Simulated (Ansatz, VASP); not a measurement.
# One calculation of Be3Te2Se, two programs

```
Be Te Se
1.0
    -0.00004   -3.91484    0.00026
     7.83002    0.00007   -0.00034
    -1.95756    1.95765    8.18937
Be Te Se
6 4 2
Cartesian
  -0.0001 -1.9573 4.0948
  3.9149 -1.9572 4.0947
  1.9576 0.0001 1.2220
  5.8725 -0.0001 1.2218
  1.9575 0.0002 6.9671
  5.8726 0.0002 6.9671
  1.9574 -1.9572 2.6620
  5.8724 -1.9574 2.6618
  -0.0001 0.0002 5.5275
  3.9150 0.0003 5.5274
  0.0000 0.0000 0.0000
  3.9150 0.0000 -0.0002
```

Change from the starting cell: cell x2, atoms moved at random (sigma 0.15 Å) and cell strained at random (1.5 %), then relaxed without symmetry.

Alike in both runs: functional PBE; k mesh 4 × 2 × 4; occupations gaussian, width 0.1 eV; no spin polarisation.

Ansatz relaxed the structure, and its values are those at the end. VASP's run is a single point on that final structure, the one shown.

|  | VASP | Ansatz |
| --- | --- | --- |
| version | VASP 6.6.1 | Ansatz 0.2.0 |
| potentials or method | VASP PAW PBE potentials, release 64 (Be, Te, Se), cutoff 520 eV | scalar-relativistic, plane waves, PAW |
| valence electrons in the cell | 48 | 108 |

|  | VASP | Ansatz | Ansatz less VASP |
| --- | --- | --- | --- |
| gap on the k mesh at the Fermi level (eV) | 2.01 | 2.03 | +0.013 |
| least direct gap on the mesh (eV) | 2.11 | 2.12 | +0.012 |
| pressure (GPa) | 0.2 | 0.0 | -0.15 |
| rms of the force components (eV/Å) | 0.003 | 0.001 | -0.0028 |

VASP's potentials hold 48 valence electrons a cell and Ansatz's 108, so a difference there can come from the potentials and not from the codes.

Spin-orbit coupling is off throughout.
